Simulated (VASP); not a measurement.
# Al (P1) in VASP: single point with r2SCAN

Aim: the single point of Al with r2SCAN.

Program: VASP 6.6.1. These are calculated values, not measurements. Logs are shortened: lines on timing, memory, paths and dates and some standing lists are left out, and cuts for length are marked.

## Step 1: The cell of the first run

The typed cell holds 4 atoms: a = 4.510 Å, b = 4.510 Å, c = 4.510 Å, α = 60.00°, β = 60.00°, γ = 60.00°.

## Step 2: Single point, r2SCAN (atoms moved at random)

POSCAR

```
Al
1.0
    0.0000000000     -3.1887371512      3.1887371512
    3.1887371512     -3.1887371512      0.0000000000
    3.1887371512      0.0000000000      3.1887371512
Al
4
Direct
   -0.0133649384      0.0067641886     -0.0155307418
    0.1944078162      0.2548639412      0.2657537494
    0.5365424949      0.5739898901      0.4468042183
    0.7824146273      0.6643819801      0.8029727740
```

INCAR.step1

```
ALGO = Normal
EDIFF = 1E-4
ENCUT = 520
GGA = PE
ISMEAR = 0
LASPH = True
LCHARG = False
LREAL = False
LWAVE = True
NBANDS = 14
NELM = 80
PREC = Accurate
SIGMA = 0.15
```

INCAR.step2

```
ALGO = Normal
EDIFF = 1E-6
ENCUT = 520
ISIF = 2
ISMEAR = 0
ISTART = 1
LASPH = True
LCHARG = False
LMIXTAU = True
LREAL = False
LWAVE = False
METAGGA = R2SCAN
NBANDS = 14
NELM = 80
PREC = Accurate
SIGMA = 0.15
```

KPOINTS

```
k-points
0
Gamma
  10 10 10
```

Potentials or basis: VASP PAW PBE potentials, release 64 (Al).

Command:

```bash
$ cat potpaw_PBE.64/Al/POTCAR > POTCAR
$ cp INCAR.step1 INCAR
$ mpirun -np 1 vasp_std > vasp.out
$ cp INCAR.step2 INCAR
$ mpirun -np 1 vasp_std > vasp.out
```

OUTCAR:

```text
EDIFF = 1E-6
   ENCUT = 520
   ISIF = 2
   ISMEAR = 0
   ISTART = 1
   LASPH = True
   LREAL = False
   METAGGA = R2SCAN
   NELM = 80
   PREC = Accurate

 ion  position               nearest neighbor table
   1  0.987  0.007  0.984-   4 2.43   2 2.65   4 2.71   2 2.72   2 2.77   3 2.82   2 2.92   4 2.95
                             4 3.03   3 3.12   3 3.17   3 3.25   3 3.30
   2  0.194  0.255  0.266-   3 2.45   3 2.55   1 2.65   1 2.72   1 2.77   4 2.79   1 2.92   4 3.05
                             3 3.05   3 3.13   4 3.21   4 3.23
   3  0.537  0.574  0.447-   4 2.42   2 2.45   2 2.55   4 2.62   1 2.82   4 2.85   2 3.05   1 3.12
                             2 3.13   1 3.17   1 3.25   1 3.30   4 3.36
   4  0.782  0.664  0.803-   3 2.42   1 2.43   3 2.62   1 2.71   2 2.79   3 2.85   1 2.95   1 3.03
                             2 3.05   2 3.21   2 3.23   3 3.36

  LATTYP: Found a face centered cubic cell.
 ALAT       =     6.3774743024

  Lattice vectors:

 A1 = (   0.0000000000,  -3.1887371512,   3.1887371512)
 A2 = (   3.1887371512,  -3.1887371512,   0.0000000000)
 A3 = (   3.1887371512,   0.0000000000,   3.1887371512)

Analysis of symmetry for initial positions (statically):
=====================================================================
 Subroutine PRICEL returns:
 Original cell was already a primitive cell.

 Routine SETGRP: Setting up the symmetry group for a
 face centered cubic supercell.

 Subroutine GETGRP returns: Found  1 space group operations
 (whereof  1 operations were pure point group operations)
 out of a pool of 48 trial point group operations.

The static configuration has the point symmetry C_1 .

Analysis of symmetry for dynamics (positions and initial velocities):
=====================================================================
 Subroutine PRICEL returns:
 Original cell was already a primitive cell.

 Routine SETGRP: Setting up the symmetry group for a
 face centered cubic supercell.

 Subroutine GETGRP returns: Found  1 space group operations
 (whereof  1 operations were pure point group operations)
 out of a pool of 48 trial point group operations.

The dynamic configuration has the point symmetry C_1 .

 Subroutine INISYM returns: Found  1 space group operations
 (whereof  1 operations are pure point group operations),
 and found     1 'primitive' translations

----------------------------------------------------------------------------------------

                                     Primitive cell

  volume of cell :      64.8464

  direct lattice vectors                    reciprocal lattice vectors
     0.000000000 -3.188737151  3.188737151    -0.156801886 -0.156801886  0.156801886
     3.188737151 -3.188737151  0.000000000     0.156801886 -0.156801886 -0.156801886
     3.188737151  0.000000000  3.188737151     0.156801886  0.156801886  0.156801886

  length of vectors
     4.509555326  4.509555326  4.509555326     0.271588834  0.271588834  0.271588834

  position of ions in fractional coordinates (direct lattice)
     0.986635062  0.006764189  0.984469258
     0.194407816  0.254863941  0.265753749
     0.536542495  0.573989890  0.446804218
     0.782414627  0.664381980  0.802972774

  ion indices of the primitive-cell ions
   primitive index   ion index
                 1           1
                 2           2
                 3           3
                 4           4

----------------------------------------------------------------------------------------

 KPOINTS: k-points

Automatic generation of k-mesh.
 Grid dimensions read from file:
 generate k-points for:   10   10   10

 Generating k-lattice:

  Cartesian coordinates                     Fractional coordinates (reciprocal lattice)
    -0.015680189 -0.015680189  0.015680189     0.100000000  0.000000000  0.000000000
     0.015680189 -0.015680189 -0.015680189     0.000000000  0.100000000  0.000000000
     0.015680189  0.015680189  0.015680189     0.000000000  0.000000000  0.100000000

  Length of vectors
     0.027158883  0.027158883  0.027158883

  Shift w.r.t. Gamma in fractional coordinates (k-lattice)
     0.000000000  0.000000000  0.000000000

 Subroutine IBZKPT returns following result:
 ===========================================

 Found    504 irreducible k-points:

 Following reciprocal coordinates:
            Coordinates               Weight
  0.000000  0.000000  0.000000      1.000000
  0.100000  0.000000  0.000000      2.000000
  0.000000  0.100000  0.000000      2.000000
  0.000000  0.000000  0.100000      2.000000
  0.100000  0.100000  0.100000      2.000000
  0.200000  0.000000  0.000000      2.000000
[... 16 lines left out ...]
  0.000000  0.100000  0.100000      2.000000
  0.100000  0.000000  0.100000      2.000000
 [... further k-points ...]
   k-points           NKPTS =    504   k-points in BZ     NKDIM =    504   number of bands    NBANDS=     14
   number of dos      NEDOS =    301   number of ions     NIONS =      4
   total plane-waves  NPLWV =  46656
   dimension x,y,z NGX =    36 NGY =   36 NGZ =   36
   dimension x,y,z NGXF=    72 NGYF=   72 NGZF=   72
   ions per type =               4
   NGX,Y,Z   is equivalent  to a cutoff of  13.27, 13.27, 13.27 a.u.
   NGXF,Y,Z  is equivalent  to a cutoff of  26.54, 26.54, 26.54 a.u.
 SYSTEM =  unknown system
   PREC   = accura    normal or accurate (medium, high low for compatibility)
   ISTART =      1    job   : 0-new  1-cont  2-samecut
   ICHARG =      0    charge: 1-file 2-atom 10-const
   ISPIN  =      1    spin polarized calculation?
   LNONCOLLINEAR =      F non collinear calculations
   LSORBIT =      F    spin-orbit coupling
   LASPH  =      T    aspherical Exc in radial PAW
   ENCUT  =  520.0 eV  38.22 Ry    6.18 a.u.   8.38  8.38  8.38*2*pi/ulx,y,z
   NELM   =     80;   NELMIN=  2; NELMDL=  0     # of ELM steps
   EDIFF  = 0.1E-05   stopping-criterion for ELM
   LREAL  =      F    real-space projection
   EDIFFG = 0.1E-04   stopping-criterion for IOM
   NSW    =      0    number of steps for IOM
   IBRION =     -1    ionic relax: 0-MD 1-quasi-New 2-CG
   NFREE  =      0    steps in history (QN), initial steepest desc. (CG)
   ISIF   =      2    stress and relaxation
   ISYM   =      2    0-nonsym 1-usesym 2-fastsym
   POTIM  = 0.5000    time-step for ionic-motion
   TEBEG  =    0.0;   TEEND  =   0.0 temperature during run
   PSTRESS=    0.0 pullay stress
   NELECT =      12.0000    total number of electrons
   NUPDOWN=      -1.0000    fix difference up-down
   EMIN   =  10.00;   EMAX   =-10.00  energy-range for DOS
   EFERMI =   0.00;   METHOD = LEGACY
   ISMEAR =     0;   SIGMA  =   0.15  broadening in eV -4-tet -1-fermi 0-gaus
   EFERMI_NEDOS =   21; number of points for ismear=-14 and -15
   IALGO  =     38    algorithm
   IMIX   =      4    mixing-type and parameters
     AMIX     =   0.40;   BMIX     =  1.00
     AMIX_MAG =   1.60;   BMIX_MAG =  1.00
  volume/ion in A,a.u.               =      16.21       109.40
  Fermi-wavevector in a.u.,A,eV,Ry     =   0.932910  1.762945 11.841443  0.870322
  Thomas-Fermi vector in A             =   2.059557
   LORBIT       =      0    0 simple, 1 ext, 2 COOP (PROOUT), +10 PAW based schemes
   METAGGA = R2SCAN    functional components
   LHFCALC =     F    Hartree Fock is set to
   AEXX    =    0.0000 exact exchange contribution
   IVDW    =     0    specifies the selected vdW correction
   LEPSILON=     F    determine dielectric tensor
   LRPA    =     F    only Hartree local field effects (RPA)
 non-spin polarized calculation
 Gauss-broadening in eV      SIGMA  =   0.15
  energy-cutoff  :      520.00
  volume of cell :       64.85
 maximum number of plane-waves:      1807
 NGX is ok and might be reduce to    36
   NGX = 17   NGY = 17   NGZ = 17

 number of electron      12.0000000 magnetization

 Free energy of the ion-electron system (eV)
  ---------------------------------------------------
  ext. energy  EPLUGINS =         0.00000000
  ---------------------------------------------------
  free energy    TOTEN  =       -25.63336839 eV

  energy without entropy =      -25.61409977  energy(sigma->0) =      -25.62373408

 E-fermi :   8.0882     XC(G=0): -10.9351

 val. band max:        8.0842939139   @ k =  -0.4000  -0.2000  -0.2000
 cond. band min:       8.0884926345   @ k =   0.0000  -0.2000   0.2000
 fundamental gap:      0.0041987206
 Fermi energy:         8.0882005343

 k-point     1 :       0.0000    0.0000    0.0000
  band No.  band energies     occupation
      1      -3.8985      2.00000
      2       5.9189      2.00000
      3       6.0373      2.00000
      4       6.6238      2.00000
      5       7.0215      2.00000
      6       7.5792      2.00000
      7       7.7759      1.99677
      8       8.8885      0.00000
      9       8.9902      0.00000
     10      10.2658      0.00000
     11      10.4810      0.00000
     12      10.7120      0.00000
     13      11.1732      0.00000
     14      11.5085      0.00000

 k-point     2 :       0.1000    0.0000    0.0000
  band No.  band energies     occupation
      1      -3.7848      2.00000
      2       4.9082      2.00000
      3       5.8460      2.00000
      4       6.2343      2.00000
      5       7.2853      2.00000
      6       7.6718      1.99991
      7       8.0008      1.59015
      8       9.2833      0.00000
      9       9.4057      0.00000
     10       9.8014      0.00000
     11      10.0203      0.00000
     12      10.4463      0.00000
     13      12.3040      0.00000
     14      12.6646      0.00000
[... 343 lines left out ...]
      1      -3.7456      2.00000
      2       4.9609      2.00000
      3       5.4439      2.00000
      4       6.2435      2.00000
      5       6.7422      2.00000
      6       7.8799      1.95050
      7       8.4595      0.00046
      8       8.6099      0.00000
      9       9.7218      0.00000
     10       9.9183      0.00000
     11      10.7175      0.00000
     12      10.8899      0.00000
     13      11.5964      0.00000
     14      12.7991      0.00000

 k-point    24 :       0.1000    0.0000    0.1000
  band No.  band energies     occupation
      1      -3.7459      2.00000
      2       5.1201      2.00000
      3       5.2435      2.00000
      4       6.3761      2.00000
      5       6.5847      2.00000
      6       7.8954      1.93086
      7       8.4943      0.00013
      8       8.6454      0.00000
      9       9.8499      0.00000
     10       9.9111      0.00000
     11      10.5604      0.00000
     12      10.9841      0.00000
     13      11.4366      0.00000
     14      12.8796      0.00000

 [... further k-points ...]

------------------------ aborting loop because EDIFF is reached ----------------------------------------

  FORCE on cell =-STRESS in cart. coord.  units (eV):
  Direction    XX          YY          ZZ          XY          YZ          ZX
  --------------------------------------------------------------------------------------
  -------------------------------------------------------------------------------------
  Total        4.0548609      1.5296779      3.1888214     -0.3367175      1.2096463     -0.5935255
  in kB      100.1844650     37.7941365     78.7870106     -8.3193628     29.8870354    -14.6643828
  external PRESSURE =      72.2552040 kB  Pullay stress =       0.0000000 kB

 VOLUME and BASIS-vectors are now :
 -----------------------------------------------------------------------------
  energy-cutoff  :      520.00
  volume of cell :       64.85
      direct lattice vectors                 reciprocal lattice vectors
     0.000000000 -3.188737151  3.188737151    -0.156801886 -0.156801886  0.156801886
     3.188737151 -3.188737151  0.000000000     0.156801886 -0.156801886 -0.156801886
     3.188737151  0.000000000  3.188737151     0.156801886  0.156801886  0.156801886

 POSITION                                       TOTAL-FORCE (eV/Angst)
 -----------------------------------------------------------------------------------
      3.16078     -3.16769      6.28533        -0.618327      0.948864      0.996509
      1.66011     -1.43261      1.46733        -0.523237     -1.371223      0.384725
      3.25504     -3.54120      3.13563         1.228110      2.076903      0.137919
      4.67901     -4.61345      5.05538        -0.086546     -1.654544     -1.519153
 -----------------------------------------------------------------------------------
    total drift:                               -0.000194      0.000675     -0.000192

  FREE ENERGIE OF THE ION-ELECTRON SYSTEM (eV)
  ---------------------------------------------------
  free  energy   TOTEN  =       -25.6333683925 eV

  energy  without entropy=      -25.6140997708  energy(sigma->0) =      -25.62373408
```

It took 8.3 min on 1 thread of Intel Xeon 6975P-C (Granite Rapids), shared host; peak memory 0.46 GiB.

Results:

- Free energy: -25.6334 eV
- Pressure: 7.2 GPa
- Largest force: 2.417 eV/Å
- Band gap on the k mesh: zero (bands 6 and 7 overlap by 2.49 eV)

Forces on the atoms (eV/Å):
```
Al  -0.618  0.949  0.997
Al  -0.523 -1.371  0.385
Al   1.228  2.077  0.138
Al  -0.087 -1.655 -1.519
```

Stress tensor (GPa, compression positive):
```
10.02 -0.83 -1.47
-0.83  3.78  2.99
-1.47  2.99  7.88
```

Levels at points of the mesh, in eV from the Fermi level:
| k point | band 4 | band 5 | band 6 | band 7 | band 8 | band 9 |
| --- | --- | --- | --- | --- | --- | --- |
| (0.00, 0.00, 0.00) | -1.46 | -1.07 | -0.51 | -0.31 | 0.80 | 0.90 |
| (0.50, 0.00, 0.00) | -2.37 | -1.83 | -1.19 | -1.08 | -0.42 | 4.97 |
| (0.00, 0.50, 0.00) | -2.42 | -1.69 | -1.34 | -1.09 | -0.26 | 4.98 |
| (0.00, 0.00, 0.50) | -2.28 | -1.80 | -0.97 | -0.90 | -0.62 | 4.99 |
| (0.50, 0.50, 0.50) | -2.20 | -1.96 | -1.12 | -1.01 | -0.43 | 4.93 |
| (0.50, 0.50, 0.00) | -4.80 | -3.93 | -3.77 | 4.65 | 4.79 | 5.62 |
| (0.00, 0.50, 0.50) | -4.68 | -3.91 | -3.45 | 5.39 | 5.43 | 5.59 |
| (0.50, 0.00, 0.50) | -4.88 | -3.74 | -3.55 | 5.02 | 5.30 | 5.64 |

Caveat: the cell differs from its parent crystal (atoms moved at random); the cell stands under pressure; the PAW data sets were made with another functional, which shifts forces and pressure a little.
